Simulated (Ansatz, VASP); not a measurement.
CdBi3O in VASP and in Ansatz

Contents of INCAR:

```
  ALGO = Normal
  EDIFF = 1E-6
  ENCUT = 600
  GGA = PE
  GGA_COMPAT = False
  ISIF = 2
  ISMEAR = 0
  LASPH = True
  LCHARG = True
  LELF = True
  LREAL = False
  LVHAR = True
  LWAVE = False
  NBANDS = 40
  NELM = 120
  PREC = Accurate
  SIGMA = 0.1
```

KPOINTS

```
k-points
0
Gamma
  4 4 4
```

File POSCAR:

```
CdBi3O
1.0
    5.3100584500      0.0000000000      0.0000000000
    0.0000000000      5.3100584500      0.0000000000
    0.0000000000      0.0000000000      5.3100584500
Cd Bi O
1 3 1
Direct
    0.0000000000      0.0000000000      0.0000000000
    0.0000000000      0.5000000000      0.5000000000
    0.5000000000      0.0000000000      0.5000000000
    0.5000000000      0.5000000000      0.0000000000
    0.5000000000      0.5000000000      0.5000000000
```

Input for Ansatz:

```yaml
crystal:
  lattice:
    - [5.31005845, 0.0, 0.0]
    - [0.0, 5.31005845, 0.0]
    - [0.0, 0.0, 5.31005845]
  atoms:
    - { symbol: Cd, position: [0.0, 0.0, 0.0] }
    - { symbol: Bi, position: [0.0, 0.5, 0.5] }
    - { symbol: Bi, position: [0.5, 0.0, 0.5] }
    - { symbol: Bi, position: [0.5, 0.5, 0.0] }
    - { symbol: O, position: [0.5, 0.5, 0.5] }
basis:
  ecutwfc: 420
kpoints:
  mp_grid: { grid: [4, 4, 4] }
hamiltonian:
  xc: pbe
scf:
  occupations: { method: gaussian, width: 0.1 }
  lower_state_search: "off"
output:
  forces: true
  stress: true
  eigenvalues: true
```

Alike in both runs: task single point; functional PBE; k mesh 4 × 4 × 4; occupations gaussian, width 0.1 eV; no spin polarisation.

|  | VASP | Ansatz |
| --- | --- | --- |
| version | VASP 6.6.1 | Ansatz 0.2.0 |
| potentials or method | VASP PAW PBE potentials, release 64 (Cd, Bi_d, O), cutoff 600 eV | scalar-relativistic, plane waves, PAW |
| valence electrons in the cell | 63 | 71 |

|  | VASP | Ansatz | Ansatz less VASP |
| --- | --- | --- | --- |
| gap on the k mesh at the Fermi level (eV) | none | none | - |
| pressure (GPa) | -7.1 | -7.1 | +0.03 |

A gap of «none» marks a metal or a gap that the smearing closes. VASP's potentials hold 63 valence electrons a cell and Ansatz's 71, so a difference there can come from the potentials and not from the codes.

Neither program's run includes spin-orbit coupling.
